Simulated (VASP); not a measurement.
Input of a VASP 6.6.1 run:

File INCAR:

```
  PREC = Accurate
  ENCUT = 500
  EDIFF = 1E-6
  ISMEAR = -1
  SIGMA = 0.15
  LREAL = F
  LASPH = T
  NELM = 120
  ALGO = Normal
  ISIF = 2
  LWAVE = F
  LCHARG = F
  GGA = PE
  IVDW = 13
  NBANDS = 8
  GGA_COMPAT = F
```

Contents of KPOINTS:

```
regular mesh
0
Gamma
  11 11 11
```

POSCAR

```
Si
1.0
   -1.6269150000      1.6269150000      1.3203300000
    1.6269150000     -1.6269150000      1.3203300000
    1.6269150000      1.6269150000     -1.3203300000
Si
1
Direct
    0.0000000000      0.0000000000      0.0000000000
```

Potentials or basis: VASP PAW PBE potentials, release 64 (Si).

Launch:

```bash
$ cat potpaw_PBE.64/Si/POTCAR > POTCAR
$ mpirun -np 1 vasp_std > vasp.out
```

Question: Predict the pressure.

Answer: -1.4 GPa.

Question: Predict the band gap on the k mesh.

Answer: Zero (band 2 reaches 20.16 eV, above the bottom of band 3 at 7.42 eV).

Stress tensor (GPa, compression positive):
```
-1.56  0.00  0.00
 0.00 -1.56  0.00
 0.00  0.00 -1.04
```

Caveat: pairwise dispersion overbinds metals, which lowers pressure and volume.
